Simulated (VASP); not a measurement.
# Sr (P6_3/mmc) in VASP: notebook, part 2 of 3

VASP 6.6.1. The steps go on from the part before.

## Step 3: Electric field gradients, r2SCAN (55.30 Å³/atom)

This run uses another cell than the first one, of 55.30 Å³/atom.

The input, POSCAR:

```
Sr
1.0
    4.2723305300      0.0000000000      0.0000000000
   -2.1361652650      3.6999467724      0.0000000000
    0.0000000000      0.0000000000      6.9972766793
Sr
2
Direct
    0.3333333333      0.6666666667      0.2500000000
    0.6666666667      0.3333333333      0.7500000000
```

The input, INCAR.step1:

```
PREC = Accurate ; ENCUT = 520
ISMEAR = -1 ; SIGMA = 0.05
LREAL = False ; LASPH = True
NELM = 80 ; NBANDS = 17
GGA = PE ; ALGO = Normal
EDIFF = 1E-4 ; LWAVE = True
LCHARG = False
```

The input, INCAR.step2:

```
PREC = Accurate ; ENCUT = 520
EDIFF = 1E-8 ; ISMEAR = -1
SIGMA = 0.05 ; LREAL = False
LASPH = True ; NELM = 80
ALGO = Normal ; ISIF = 2
LWAVE = False ; LCHARG = False
METAGGA = R2SCAN ; LMIXTAU = True
LEFG = True ; NBANDS = 17
ISTART = 1
```

The input, KPOINTS:

```
regular mesh
0
Gamma
  11 11 6
```

Potentials or basis: VASP PAW PBE potentials, release 64 (Sr_sv).

Started as:

```bash
$ cat potpaw_PBE.64/Sr_sv/POTCAR > POTCAR
$ cp INCAR.step1 INCAR
$ mpirun -np 1 vasp_std > vasp.out
$ cp INCAR.step2 INCAR
$ mpirun -np 1 vasp_std > vasp.out
```

OUTCAR:

```text
PREC = Accurate
   ENCUT = 520
   EDIFF = 1E-8
   ISMEAR = -1
   LREAL = False
   LASPH = True
   NELM = 80
   ISIF = 2
   METAGGA = R2SCAN
   ISTART = 1

 ion  position               nearest neighbor table
   1  0.333  0.667  0.250-   2 4.28   2 4.28   2 4.28   2 4.28   2 4.28   2 4.28
   2  0.667  0.333  0.750-   1 4.28   1 4.28   1 4.28   1 4.28   1 4.28   1 4.28

  LATTYP: Found a hexagonal cell.
 ALAT       =     4.2723305300
 C/A-ratio  =     1.6378125780

  Lattice vectors:

 A1 = (   4.2723305300,   0.0000000000,   0.0000000000)
 A2 = (  -2.1361652650,   3.6999467724,   0.0000000000)
 A3 = (   0.0000000000,   0.0000000000,   6.9972766793)

Analysis of symmetry for initial positions (statically):
=====================================================================
 Subroutine PRICEL returns:
 Original cell was already a primitive cell.

 Routine SETGRP: Setting up the symmetry group for a
 hexagonal supercell.

 Subroutine GETGRP returns: Found 24 space group operations
 (whereof 12 operations were pure point group operations)
[... 670 lines left out ...]
     4.272330530  0.000000000  0.000000000     0.234064287  0.135137079  0.000000000
    -2.136165265  3.699946772  0.000000000     0.000000000  0.270274158  0.000000000
     0.000000000  0.000000000  6.997276679     0.000000000  0.000000000  0.142912742

 POSITION                                       TOTAL-FORCE (eV/Angst)
 -----------------------------------------------------------------------------------
     -0.00000      2.46663      1.74932        -0.000000      0.000000      0.000000
      2.13617      1.23332      5.24796         0.000000      0.000000     -0.000000
 -----------------------------------------------------------------------------------
    total drift:                               -0.000000      0.000000     -0.000000

  FREE ENERGIE OF THE ION-ELECTRON SYSTEM (eV)
  ---------------------------------------------------
  free  energy   TOTEN  =       -30.1971756031 eV

  energy  without entropy=      -30.1797329012  energy(sigma->0) =      -30.18845425

 Electric field gradients (V/A^2)
---------------------------------------------------------------------
 ion       V_xx      V_yy      V_zz      V_xy      V_xz      V_yz
---------------------------------------------------------------------
   1       5.305     5.305   -10.610     0.000     0.000    -0.000
   2       5.305     5.305   -10.610     0.000    -0.000     0.000
---------------------------------------------------------------------

 Electric field gradients after diagonalization (V/A^2)
 (convention: |V_zz| > |V_xx| > |V_yy|)
----------------------------------------------------------------------
 ion       V_xx      V_yy      V_zz     asymmetry (V_yy - V_xx)/ V_zz
----------------------------------------------------------------------
   1       5.305     5.305   -10.610       0.000
   2       5.305     5.305   -10.610       0.000
----------------------------------------------------------------------

           NMR quadrupolar parameters

 Cq : quadrupolar parameter    Cq=e*Q*V_zz/h
 eta: asymmetry parameters     (V_yy - V_xx)/ V_zz
 Q  : nuclear electric quadrupole moment in mb (millibarn)
----------------------------------------------------------------------
 ion       Cq(MHz)       eta       Q (mb)
----------------------------------------------------------------------
   1      -0.026       0.000       1.000
   2      -0.026       0.000       1.000
----------------------------------------------------------------------
```

OUTCAR.step1:

```text
PREC = Accurate
   ENCUT = 520
   ISMEAR = -1
   LREAL = False
   LASPH = True
[... 704 lines left out ...]
     -0.00000      2.46663      1.74932        -0.000000     -0.000000      0.000000
      2.13617      1.23332      5.24796         0.000000      0.000000      0.000000
 -----------------------------------------------------------------------------------
    total drift:                               -0.000000      0.000000     -0.000000

  FREE ENERGIE OF THE ION-ELECTRON SYSTEM (eV)
  ---------------------------------------------------
  free  energy   TOTEN  =        -3.2801713653 eV

  energy  without entropy=       -3.2593038099  energy(sigma->0) =       -3.26973759
```

OSZICAR.step1:

```text
N       E                     dE             d eps       ncg     rms          rms(c)
DAV:   1     0.107170288327E+03    0.10717E+03   -0.93920E+03  2176   0.992E+02
DAV:   2     0.521866246802E+01   -0.10195E+03   -0.10022E+03  2806   0.226E+02
DAV:   3    -0.308704156990E+01   -0.83057E+01   -0.82824E+01  4001   0.466E+01
DAV:   4    -0.327196580269E+01   -0.18492E+00   -0.18463E+00  2899   0.667E+00
DAV:   5    -0.327685684390E+01   -0.48910E-02   -0.48889E-02  3548   0.809E-01    0.160E+01
DAV:   6    -0.327859462288E+01   -0.17378E-02   -0.14291E-02  2853   0.121E+00    0.903E+00
DAV:   7    -0.328004582181E+01   -0.14512E-02   -0.23614E-02  2526   0.156E+00    0.424E-01
DAV:   8    -0.328012207853E+01   -0.76257E-04   -0.32452E-03  3581   0.278E-01    0.139E-01
DAV:   9    -0.328017136533E+01   -0.49287E-04   -0.11307E-04  2282   0.559E-02
   1 F= -.32801714E+01 E0= -.32697376E+01  d E =-.208676E-01
```

Wall time 12 min (1 thread of Oxide Virtual Turin-like, shared host); peak memory 0.26 GiB.

What came out:

| Property | Result |
| --- | --- |
| Free energy | -30.1972 eV |
| Pressure | 0.4 GPa |
| Band gap on the k mesh | zero (bands 10 and 11 overlap by 0.24 eV) |
| Largest electric field gradient by atom | Sr -10.6 V/Å² |

Stress tensor (GPa, compression positive):
```
0.34 0.00 0.00
0.00 0.34 0.00
0.00 0.00 0.67
```

Electric field gradients, principal values (V/Å²):
```tsv
atom	least	middle	greatest (by size)
1 Sr	5.305	5.305	-10.610
2 Sr	5.305	5.305	-10.610
```

Caveat: without QUAD_EFG the Cq values of the log hold for a quadrupole moment of 1 mb, not for the nuclei; the PAW data sets were made with another functional, which shifts forces and pressure a little.

## Step 4: Electric field gradients, r2SCAN

This run uses another cell than the first one, of 56.43 Å³/atom.

The input, POSCAR:

```
Sr
1.0
    4.3011985039      0.0000000000      0.0000000000
   -2.1505992519      3.7249471711      0.0000000000
    0.0000000000      0.0000000000      7.0445570100
Sr
2
Direct
    0.3333333333      0.6666666667      0.2500000000
    0.6666666667      0.3333333333      0.7500000000
```

The input, INCAR.step1:

```
PREC = Accurate
ENCUT = 520
ISMEAR = -1
SIGMA = 0.05
LREAL = F
LASPH = T
NELM = 60
NBANDS = 17
GGA = PE
ALGO = Normal
EDIFF = 1E-4
LWAVE = T
LCHARG = F
```

The input, INCAR.step2:

```
PREC = Accurate
ENCUT = 520
EDIFF = 1E-8
ISMEAR = -1
SIGMA = 0.05
LREAL = F
LASPH = T
NELM = 60
ALGO = Normal
ISIF = 2
LWAVE = F
LCHARG = F
METAGGA = R2SCAN
LMIXTAU = T
LEFG = T
NBANDS = 17
ISTART = 1
```

The input, KPOINTS:

```
Automatic mesh
0
Gamma
  11 11 6
```

Potentials or basis: VASP PAW PBE potentials, release 64 (Sr_sv).

Started as:

```bash
$ cat potpaw_PBE.64/Sr_sv/POTCAR > POTCAR
$ cp INCAR.step1 INCAR
$ mpirun -np 1 vasp_std > vasp.out
$ cp INCAR.step2 INCAR
$ mpirun -np 1 vasp_std > vasp.out
```

OUTCAR:

```text
PREC = Accurate
   ENCUT = 520
   EDIFF = 1E-8
   ISMEAR = -1
   LREAL = F
   LASPH = T
   NELM = 60
   ISIF = 2
   METAGGA = R2SCAN
   ISTART = 1

 ion  position               nearest neighbor table
   1  0.333  0.667  0.250-   2 4.31   2 4.31   2 4.31   2 4.31   2 4.31   2 4.31
   2  0.667  0.333  0.750-   1 4.31   1 4.31   1 4.31   1 4.31   1 4.31   1 4.31

  LATTYP: Found a hexagonal cell.
 ALAT       =     4.3011985039
 C/A-ratio  =     1.6378125780

  Lattice vectors:

 A1 = (   4.3011985039,   0.0000000000,   0.0000000000)
 A2 = (  -2.1505992519,   3.7249471711,   0.0000000000)
 A3 = (   0.0000000000,   0.0000000000,   7.0445570100)

Analysis of symmetry for initial positions (statically):
=====================================================================
 Subroutine PRICEL returns:
 Original cell was already a primitive cell.

 Routine SETGRP: Setting up the symmetry group for a
 hexagonal supercell.

[... 671 lines left out ...]
      direct lattice vectors                 reciprocal lattice vectors
     4.301198504  0.000000000  0.000000000     0.232493339  0.134230092  0.000000000
    -2.150599252  3.724947171  0.000000000     0.000000000  0.268460183  0.000000000
     0.000000000  0.000000000  7.044557010     0.000000000  0.000000000  0.141953568

 POSITION                                       TOTAL-FORCE (eV/Angst)
 -----------------------------------------------------------------------------------
     -0.00000      2.48330      1.76114        -0.000000     -0.000000     -0.000000
      2.15060      1.24165      5.28342         0.000000      0.000000      0.000000
 -----------------------------------------------------------------------------------
    total drift:                               -0.000000      0.000000     -0.000000

  FREE ENERGIE OF THE ION-ELECTRON SYSTEM (eV)
  ---------------------------------------------------
  free  energy   TOTEN  =       -30.2017490666 eV

  energy  without entropy=      -30.1844851680  energy(sigma->0) =      -30.19311712

 Electric field gradients (V/A^2)
---------------------------------------------------------------------
 ion       V_xx      V_yy      V_zz      V_xy      V_xz      V_yz
---------------------------------------------------------------------
   1       5.095     5.095   -10.190     0.000     0.000    -0.000
   2       5.095     5.095   -10.190     0.000    -0.000     0.000
---------------------------------------------------------------------

 Electric field gradients after diagonalization (V/A^2)
 (convention: |V_zz| > |V_xx| > |V_yy|)
----------------------------------------------------------------------
 ion       V_xx      V_yy      V_zz     asymmetry (V_yy - V_xx)/ V_zz
----------------------------------------------------------------------
   1       5.095     5.095   -10.190       0.000
   2       5.095     5.095   -10.190       0.000
----------------------------------------------------------------------

           NMR quadrupolar parameters

 Cq : quadrupolar parameter    Cq=e*Q*V_zz/h
 eta: asymmetry parameters     (V_yy - V_xx)/ V_zz
 Q  : nuclear electric quadrupole moment in mb (millibarn)
----------------------------------------------------------------------
 ion       Cq(MHz)       eta       Q (mb)
----------------------------------------------------------------------
   1      -0.025       0.000       1.000
   2      -0.025       0.000       1.000
----------------------------------------------------------------------
```

Run time: 11 min. Hardware: 1 thread of Oxide Virtual Turin-like, shared host; peak memory 0.26 GiB.

What came out:

```yaml
Free_energy: -30.2017 eV
Pressure: 0.2 GPa
Band_gap_on_the_k_mesh: zero (bands 10 and 11 overlap by 0.27 eV)
Largest_electric_field_gradient_by_atom: Sr -10.2 V/Å²
```

Levels at points of the mesh, in eV from the Fermi level:
```
           k point  band 8  band 9  band 10  band 11  band 12  band 13
(0.00, 0.00, 0.00)  -19.36   -3.84    -1.10    -0.12     2.57     2.57
(0.00, 0.00, 0.50)  -19.38   -2.87    -2.87     1.42     1.42     2.58
```

Electric field gradients, principal values (V/Å²):
```csv
atom,least,middle,greatest (by size)
1 Sr,5.095,5.095,-10.190
2 Sr,5.095,5.095,-10.190
```

Caveat: without QUAD_EFG the Cq values of the log hold for a quadrupole moment of 1 mb, not for the nuclei; the PAW data sets were made with another functional, which shifts forces and pressure a little.

[end of part 2 of 3]
